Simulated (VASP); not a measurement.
# SiC (I-4m2) in VASP: notebook

Runs on SiC. Level: r2SCAN. Tasks: single point.

Program: VASP 6.6.1. These are calculated values, not measurements. Logs are shortened: lines on timing, memory, paths and dates and some standing lists are left out, and cuts for length are marked.

**1. The cell of the first run**

It takes space group I-4m2 (No. 119, tetragonal). The conventional cell has a = 3.340 Å, b = 3.340 Å, c = 3.684 Å, α = 90.00°, β = 90.00°, γ = 90.00°. Within 2.5 Å of Si (site symmetry -4m2) lie 4 C at 1.91 Å. C (site symmetry -4m2) has 4 Si at 1.91 Å within 2.5 Å.

**2. Single point, r2SCAN**

POSCAR reads:

```
SiC
1.0
    0.0000000000      2.3617178146      1.8421398954
    2.3617178146      0.0000000000      1.8421398954
    2.3617178146      2.3617178146      0.0000000000
Si C
1 1
Direct
    0.0000000000      0.0000000000      0.0000000000
    0.7500000000      0.7500000000      0.7500000000
```

INCAR.step1 reads:

```
SYSTEM = SiC
  PREC = Accurate
  ENCUT = 520
  ISMEAR = 0
  SIGMA = 0.05
  LREAL = .False.
  LASPH = .True.
  NELM = 80
  NBANDS = 11
  GGA = PE
  ALGO = Normal
  EDIFF = 1E-4
  LWAVE = .True.
  LCHARG = .False.
```

INCAR.step2 reads:

```
SYSTEM = SiC
  PREC = Accurate
  ENCUT = 520
  EDIFF = 1E-6
  ISMEAR = 0
  SIGMA = 0.05
  LREAL = .False.
  LASPH = .True.
  NELM = 80
  ALGO = Normal
  ISIF = 2
  LWAVE = .False.
  LCHARG = .False.
  METAGGA = R2SCAN
  LMIXTAU = .True.
  NBANDS = 11
  ISTART = 1
```

KPOINTS reads:

```
regular mesh
0
Gamma
  12 12 12
  0 0 0
```

Potentials or basis: VASP PAW PBE potentials, release 64 (Si, C).

Launch:

```sh
$ cat potpaw_PBE.64/Si/POTCAR potpaw_PBE.64/C/POTCAR > POTCAR
$ cp INCAR.step1 INCAR
$ mpirun -np 1 vasp_std > vasp.out
$ cp INCAR.step2 INCAR
$ mpirun -np 1 vasp_std > vasp.out
```

OUTCAR:

```text
SYSTEM = SiC
   PREC = Accurate
   ENCUT = 520
   EDIFF = 1E-6
   ISMEAR = 0
   LREAL = .False.
   LASPH = .True.
   NELM = 80
   ISIF = 2
   METAGGA = R2SCAN
   ISTART = 1

 ion  position               nearest neighbor table
   1  0.000  0.000  0.000-   2 1.91   2 1.91   2 1.91   2 1.91
   2  0.750  0.750  0.750-   1 1.91   1 1.91   1 1.91   1 1.91

  LATTYP: Found a body centered tetragonal cell.
 ALAT       =     3.3399733639
 C/A-ratio  =     1.1030865787

  Lattice vectors:

 A1 = (   0.0000000000,  -2.3617178146,  -1.8421398954)
 A2 = (   0.0000000000,   2.3617178146,  -1.8421398954)
 A3 = (   2.3617178146,   0.0000000000,   1.8421398954)

Analysis of symmetry for initial positions (statically):
=====================================================================
 Subroutine PRICEL returns:
 Original cell was already a primitive cell.

 Routine SETGRP: Setting up the symmetry group for a
 body centered tetragonal supercell.

 Subroutine GETGRP returns: Found  8 space group operations
 (whereof  8 operations were pure point group operations)
 out of a pool of 16 trial point group operations.

The static configuration has the point symmetry D_2d.

Analysis of symmetry for dynamics (positions and initial velocities):
=====================================================================
 Subroutine PRICEL returns:
 Original cell was already a primitive cell.

 Routine SETGRP: Setting up the symmetry group for a
 body centered tetragonal supercell.

 Subroutine GETGRP returns: Found  8 space group operations
 (whereof  8 operations were pure point group operations)
 out of a pool of 16 trial point group operations.

The dynamic configuration has the point symmetry D_2d.

 Subroutine INISYM returns: Found  8 space group operations
 (whereof  8 operations are pure point group operations),
 and found     1 'primitive' translations

----------------------------------------------------------------------------------------

                                     Primitive cell

  volume of cell :      20.5498

  direct lattice vectors                    reciprocal lattice vectors
     0.000000000  2.361717815  1.842139895    -0.211710305  0.211710305  0.271423469
     2.361717815  0.000000000  1.842139895     0.211710305 -0.211710305  0.271423469
     2.361717815  2.361717815  0.000000000     0.211710305  0.211710305 -0.271423469

  length of vectors
     2.995194556  2.995194556  3.339973364     0.404120287  0.404120287  0.404120287

  position of ions in fractional coordinates (direct lattice)
     0.000000000  0.000000000  0.000000000
     0.750000000  0.750000000  0.750000000

  ion indices of the primitive-cell ions
   primitive index   ion index
                 1           1
                 2           2

----------------------------------------------------------------------------------------

 KPOINTS: regular mesh

Automatic generation of k-mesh.
 Grid dimensions read from file:
 generate k-points for:   12   12   12

 Generating k-lattice:

  Cartesian coordinates                     Fractional coordinates (reciprocal lattice)
    -0.017642525  0.017642525  0.022618622     0.083333333  0.000000000  0.000000000
     0.017642525 -0.017642525  0.022618622     0.000000000  0.083333333  0.000000000
     0.017642525  0.017642525 -0.022618622     0.000000000  0.000000000  0.083333333

  Length of vectors
     0.033676691  0.033676691  0.033676691

  Shift w.r.t. Gamma in fractional coordinates (k-lattice)
     0.000000000  0.000000000  0.000000000

 Subroutine IBZKPT returns following result:
 ===========================================

 Found    163 irreducible k-points:

 Following reciprocal coordinates:
            Coordinates               Weight
  0.000000  0.000000  0.000000      1.000000
  0.083333 -0.000000  0.000000      8.000000
  0.166667 -0.000000  0.000000      8.000000
  0.250000 -0.000000  0.000000      8.000000
  0.333333  0.000000  0.000000      8.000000
  0.416667 -0.000000  0.000000      8.000000
[... 16 lines left out ...]
  0.500000  0.166667  0.000000      8.000000
 -0.416667  0.166667  0.000000      8.000000
 [... further k-points ...]
   k-points           NKPTS =    163   k-points in BZ     NKDIM =    163   number of bands    NBANDS=     11
   number of dos      NEDOS =    301   number of ions     NIONS =      2
   total plane-waves  NPLWV =  16128
   dimension x,y,z NGX =    24 NGY =   24 NGZ =   28
   dimension x,y,z NGXF=    48 NGYF=   48 NGZF=   56
   ions per type =               1   1
   NGX,Y,Z   is equivalent  to a cutoff of  13.32, 13.32, 13.94 a.u.
   NGXF,Y,Z  is equivalent  to a cutoff of  26.64, 26.64, 27.87 a.u.
 SYSTEM =  SiC
   PREC   = accura    normal or accurate (medium, high low for compatibility)
   ISTART =      1    job   : 0-new  1-cont  2-samecut
   ICHARG =      0    charge: 1-file 2-atom 10-const
   ISPIN  =      1    spin polarized calculation?
   LNONCOLLINEAR =      F non collinear calculations
   LSORBIT =      F    spin-orbit coupling
   LASPH  =      T    aspherical Exc in radial PAW
   ENCUT  =  520.0 eV  38.22 Ry    6.18 a.u.   5.57  5.57  6.21*2*pi/ulx,y,z
   NELM   =     80;   NELMIN=  2; NELMDL=  0     # of ELM steps
   EDIFF  = 0.1E-05   stopping-criterion for ELM
   LREAL  =      F    real-space projection
   EDIFFG = 0.1E-04   stopping-criterion for IOM
   NSW    =      0    number of steps for IOM
   IBRION =     -1    ionic relax: 0-MD 1-quasi-New 2-CG
   NFREE  =      0    steps in history (QN), initial steepest desc. (CG)
   ISIF   =      2    stress and relaxation
   ISYM   =      2    0-nonsym 1-usesym 2-fastsym
   POTIM  = 0.5000    time-step for ionic-motion
   TEBEG  =    0.0;   TEEND  =   0.0 temperature during run
   PSTRESS=    0.0 pullay stress
   NELECT =       8.0000    total number of electrons
   NUPDOWN=      -1.0000    fix difference up-down
   EMIN   =  10.00;   EMAX   =-10.00  energy-range for DOS
   EFERMI =   0.00;   METHOD = LEGACY
   ISMEAR =     0;   SIGMA  =   0.05  broadening in eV -4-tet -1-fermi 0-gaus
   EFERMI_NEDOS =   21; number of points for ismear=-14 and -15
   IALGO  =     38    algorithm
   IMIX   =      4    mixing-type and parameters
     AMIX     =   0.40;   BMIX     =  1.00
     AMIX_MAG =   1.60;   BMIX_MAG =  1.00
  volume/ion in A,a.u.               =      10.27        69.34
  Fermi-wavevector in a.u.,A,eV,Ry     =   1.195369  2.258920 19.441458  1.428907
  Thomas-Fermi vector in A             =   2.331336
   LORBIT       =      0    0 simple, 1 ext, 2 COOP (PROOUT), +10 PAW based schemes
   METAGGA = R2SCAN    functional components
   LHFCALC =     F    Hartree Fock is set to
   AEXX    =    0.0000 exact exchange contribution
   IVDW    =     0    specifies the selected vdW correction
   LEPSILON=     F    determine dielectric tensor
   LRPA    =     F    only Hartree local field effects (RPA)
 non-spin polarized calculation
 Gauss-broadening in eV      SIGMA  =   0.05
  energy-cutoff  :      520.00
  volume of cell :       20.55
 maximum number of plane-waves:       575
 NGX is ok and might be reduce to    24
   NGX = 11   NGY = 11   NGZ = 13

 number of electron       8.0000000 magnetization

 Free energy of the ion-electron system (eV)
  ---------------------------------------------------
  ext. energy  EPLUGINS =         0.00000000
  ---------------------------------------------------
  free energy    TOTEN  =       -18.78651108 eV

  energy without entropy =      -18.78651021  energy(sigma->0) =      -18.78651065

 E-fermi :   9.0717     XC(G=0): -12.0242

 val. band max:        8.9764884682   @ k =   0.5000   0.5000   0.0000
 cond. band min:       9.1669815626   @ k =   0.0000   0.0000   0.0000
 fundamental gap:      0.1904930943
 Fermi energy:         9.0717407484

 k-point     1 :       0.0000    0.0000    0.0000
  band No.  band energies     occupation
      1      -8.0707      2.00000
      2       7.8886      2.00000
      3       7.8886      2.00000
      4       9.1670      0.00706
      5      14.8436      0.00000
      6      15.8423      0.00000
      7      16.6545      0.00000
      8      16.6545      0.00000
      9      19.7533      0.00000
     10      23.6991      0.00000
     11      23.9722      0.00000

 k-point     2 :       0.0833   -0.0000    0.0000
  band No.  band energies     occupation
      1      -7.9238      2.00000
      2       7.3693      2.00000
      3       7.6989      2.00000
      4       8.8977      2.00000
      5      15.1003      0.00000
      6      15.6725      0.00000
      7      16.6090      0.00000
      8      16.9880      0.00000
      9      19.7592      0.00000
     10      22.4055      0.00000
     11      24.8031      0.00000

 k-point     3 :       0.1667   -0.0000    0.0000
  band No.  band energies     occupation
      1      -7.4878      2.00000
      2       5.8417      2.00000
      3       7.2362      2.00000
      4       8.6064      2.00000
      5      14.4656      0.00000
      6      16.1643      0.00000
      7      16.3742      0.00000
      8      17.8783      0.00000
      9      20.5173      0.00000
     10      21.7418      0.00000
     11      26.7336      0.00000
[... 267 lines left out ...]
 k-point    23 :       0.5000    0.1667    0.0000
  band No.  band energies     occupation
      1      -3.7907      2.00000
      2      -0.0134      2.00000
      3       4.9367      2.00000
      4       6.5332      2.00000
      5      12.3871      0.00000
      6      16.2356      0.00000
      7      16.7635      0.00000
      8      18.3996      0.00000
      9      24.7696      0.00000
     10      27.5648      0.00000
     11      28.8058      0.00000

 k-point    24 :      -0.4167    0.1667    0.0000
  band No.  band energies     occupation
      1      -4.1089      2.00000
      2       0.3730      2.00000
      3       5.1134      2.00000
      4       6.4440      2.00000
      5      12.3303      0.00000
      6      16.1677      0.00000
      7      17.0140      0.00000
      8      19.3516      0.00000
      9      23.8197      0.00000
     10      25.7115      0.00000
     11      27.9666      0.00000

 [... further k-points ...]

------------------------ aborting loop because EDIFF is reached ----------------------------------------

  FORCE on cell =-STRESS in cart. coord.  units (eV):
  Direction    XX          YY          ZZ          XY          YZ          ZX
  --------------------------------------------------------------------------------------
  -------------------------------------------------------------------------------------
  Total       -2.3967991     -2.3967991      3.2991123      0.0000000      0.0000000     -0.0000000
  in kB     -186.8674243   -186.8674243    257.2166425      0.0000000      0.0000000     -0.0000000
  external PRESSURE =     -38.8394020 kB  Pullay stress =       0.0000000 kB

 VOLUME and BASIS-vectors are now :
 -----------------------------------------------------------------------------
  energy-cutoff  :      520.00
  volume of cell :       20.55
      direct lattice vectors                 reciprocal lattice vectors
     0.000000000  2.361717815  1.842139895    -0.211710305  0.211710305  0.271423469
     2.361717815  0.000000000  1.842139895     0.211710305 -0.211710305  0.271423469
     2.361717815  2.361717815  0.000000000     0.211710305  0.211710305 -0.271423469

 POSITION                                       TOTAL-FORCE (eV/Angst)
 -----------------------------------------------------------------------------------
      0.00000      0.00000      0.00000        -0.000000     -0.000000      0.000000
      3.54258      3.54258      2.76321         0.000000      0.000000      0.000000
 -----------------------------------------------------------------------------------
    total drift:                                0.000020      0.000020      0.000021

  FREE ENERGIE OF THE ION-ELECTRON SYSTEM (eV)
  ---------------------------------------------------
  free  energy   TOTEN  =       -18.7865110823 eV

  energy  without entropy=      -18.7865102148  energy(sigma->0) =      -18.78651065
```

Run time: 42 s. Hardware: 1 thread of Intel Xeon 6975P-C (Granite Rapids), shared host; peak memory 0.16 GiB.

Results:

```yaml
Free_energy: -18.7865 eV
Pressure: -3.9 GPa
Band_gap_on_the_k_mesh: zero (bands 4 and 5 overlap by 0.19 eV)
```

Stress tensor (GPa, compression positive):
```
-18.69   0.00   0.00
  0.00 -18.69   0.00
  0.00   0.00  25.72
```

Levels at points of the mesh, in eV from the Fermi level:
| k point | band 1 | band 2 | band 3 | band 4 | band 5 | band 6 | band 7 | band 8 |
| --- | --- | --- | --- | --- | --- | --- | --- | --- |
| (0.00, 0.00, 0.00) | -17.14 | -1.18 | -1.18 | 0.10 | 5.77 | 6.77 | 7.58 | 7.58 |
| (0.50, 0.00, 0.00) | -13.31 | -9.67 | -3.24 | -0.98 | 3.21 | 5.15 | 10.51 | 11.07 |
| (0.50, 0.50, 0.00) | -10.71 | -6.71 | -5.87 | -5.87 | -0.10 | 0.95 | 13.53 | 13.53 |
| (0.50, 0.00, 0.50) | -12.58 | -9.97 | -3.10 | -2.87 | 2.12 | 5.65 | 10.69 | 12.52 |

Caveat: the stress differs along the axes, from -19 to 26 GPa; semilocal functionals underestimate gaps, and a narrow one can read as zero; the PAW data sets were made with another functional, which shifts forces and pressure a little.

[end of part 1 of 2]

The gap in the log of VASP goes by the Fermi energy; the results here count the filled bands.